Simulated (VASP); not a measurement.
Sr2V:

```xyz
3
Lattice="3.7565 0.0000 0.0000 -1.8782 3.2532 0.0000 0.0000 0.0000 6.7579" Properties=species:S:1:pos:R:3 pbc="T T T"
Sr    0.0000    2.1688    1.8828
Sr    1.8782    1.0844    4.8750
V     0.0000    0.0000    3.3789
```

The cell was generated, and may not be a known phase.

- Program: VASP 6.6.1
- Task: relaxation of cell and atoms
- Functional: PBE
- Potentials or basis: VASP PAW PBE potentials, release 64 (Sr_sv, V_sv)
- Cutoff: 600 eV
- k mesh: 6 × 6 × 4
- Occupations: gaussian, width 0.1 eV
- Spin: collinear spin, ferromagnetic start
- Starting moments: [0.0, 0.0, 2.0] μB

At the start: pressure 19.2 GPa; volume 27.53 Å³/atom.

Q: How do energy, volume and symmetry change on relaxing?

A: Over 11 steps the energy falls by 1035.7 meV/atom and the volume is 39.35 Å³/atom (+43.0 %); space group P-3m1 (No. 164, to 0.1 Å) before and after; moment 3.90 μB per cell.

Step by step:
```csv
step,energy change (eV),largest force (eV/Å),pressure (GPa),volume (Å³)
1,0.0000,3.9558,19.17,82.58
2,-2.8560,0.5602,0.41,128.51
3,-2.8791,0.3520,-0.57,136.69
4,-2.8795,0.3848,-0.42,135.24
5,-2.9076,0.3818,-0.40,133.22
6,-2.9906,0.3438,-0.27,127.17
7,-3.0880,0.1808,0.47,115.24
8,-3.0885,0.1408,0.73,112.81
9,-3.1040,0.0106,-0.06,118.18
10,-3.1050,0.0222,0.11,117.03
11,-3.1071,0.0097,-0.01,118.06
```

Final structure:
```cif
data_structure
_symmetry_space_group_name_H-M 'P 1'
_symmetry_Int_Tables_number 1
_cell_length_a 3.9724
_cell_length_b 3.9724
_cell_length_c 8.6393
_cell_angle_alpha 90.000
_cell_angle_beta 90.000
_cell_angle_gamma 120.000
_cell_volume 118.06
loop_
_atom_site_label
_atom_site_type_symbol
_atom_site_fract_x
_atom_site_fract_y
_atom_site_fract_z
_atom_site_occupancy
Sr1 Sr 0.33333 0.66667 0.21428 1
Sr2 Sr 0.66667 0.33333 0.78572 1
V1 V 0.00000 0.00000 0.50000 1
```

Caveat: the volume moved by over 15 % at a fixed basis, so the end points are rough.
